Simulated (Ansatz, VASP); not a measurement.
# Two plane-wave programs on Mo

Contents of INCAR:

```
PREC = Accurate
ENCUT = 500
EDIFF = 1E-6
ISMEAR = 0
SIGMA = 0.05
LREAL = F
LASPH = T
NELM = 120
ALGO = Normal
ISIF = 2
LWAVE = F
LCHARG = F
GGA = PE
NBANDS = 13
GGA_COMPAT = F
```

File KPOINTS:

```
Automatic mesh
0
Gamma
  8 8 8
```

File POSCAR:

```
Mo
1.0
    0.0000000000      2.0014238983      2.0014238983
    2.0014238983      0.0000000000      2.0014238983
    2.0014238983      2.0014238983      0.0000000000
Mo
1
Direct
    0.0000000000      0.0000000000      0.0000000000
```

Input for Ansatz:

```yaml
crystal:
  lattice:
    - [0.0, 2.0014238983, 2.0014238983]
    - [2.0014238983, 0.0, 2.0014238983]
    - [2.0014238983, 2.0014238983, 0.0]
  atoms:
    - { symbol: Mo, position: [0.0, 0.0, 0.0] }
basis:
  ecutwfc: 420
  ecutrho_ratio: 4
kpoints:
  mp_grid: { grid: [8, 8, 8] }
hamiltonian:
  xc: pbe
scf:
  occupations: { method: gaussian, width: 0.05 }
output:
  forces: true
  stress: true
  eigenvalues: true
```

Alike in both runs: task single point; functional PBE; k mesh 8 × 8 × 8; occupations gaussian, width 0.05 eV; no spin polarisation.

|  | VASP | Ansatz |
| --- | --- | --- |
| version | VASP 6.6.1 | Ansatz 0.2.0 |
| potentials or method | VASP PAW PBE potentials, release 64 (Mo_sv), cutoff 500 eV | scalar-relativistic, plane waves, PAW |
| valence electrons in the cell | 14 | 14 |

```tsv
	VASP	Ansatz	Ansatz less VASP
pressure (GPa)	0.6	0.1	-0.45
```
